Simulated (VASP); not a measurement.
Here is a VASP 6.6.1 calculation.

The input INCAR:

```
PREC = Accurate
ENCUT = 520
EDIFF = 1E-6
ISMEAR = 0
SIGMA = 0.05
LREAL = False
LASPH = True
NELM = 60
ALGO = Normal
ISIF = 2
LWAVE = False
LCHARG = False
GGA = CA
NBANDS = 15
```

Contents of KPOINTS:

```
regular mesh
0
Gamma
  6 6 6
```

File POSCAR:

```
BaTe
1.0
    4.2624660000      0.0000000000      0.0000000000
    0.0000000000      4.2624660000      0.0000000000
    0.0000000000      0.0000000000      4.5821509500
Ba Te
1 1
Direct
    0.0000000000      0.0000000000      0.0000000000
    0.5000000000      0.5000000000      0.5000000000
```

Potentials or basis: VASP PAW LDA potentials, release 64 (Ba_sv, Te).

Run with:

```bash
$ cat potpaw_LDA.64/Ba_sv/POTCAR potpaw_LDA.64/Te/POTCAR > POTCAR
$ mpirun -np 1 vasp_std > vasp.out
```

(1) What does it give for the pressure?

(2) What does it give for the band gap on the k mesh?

Answers

(1) -4.4 GPa.

(2) 0.48 eV, indirect (least direct gap 0.58 eV).

Caveat: the cell differs from its parent crystal (strain +0.0750 x Voigt [0, 0, 1, 0, 0, 0]); spin-orbit coupling is left out, which moves the levels of the heavy elements.
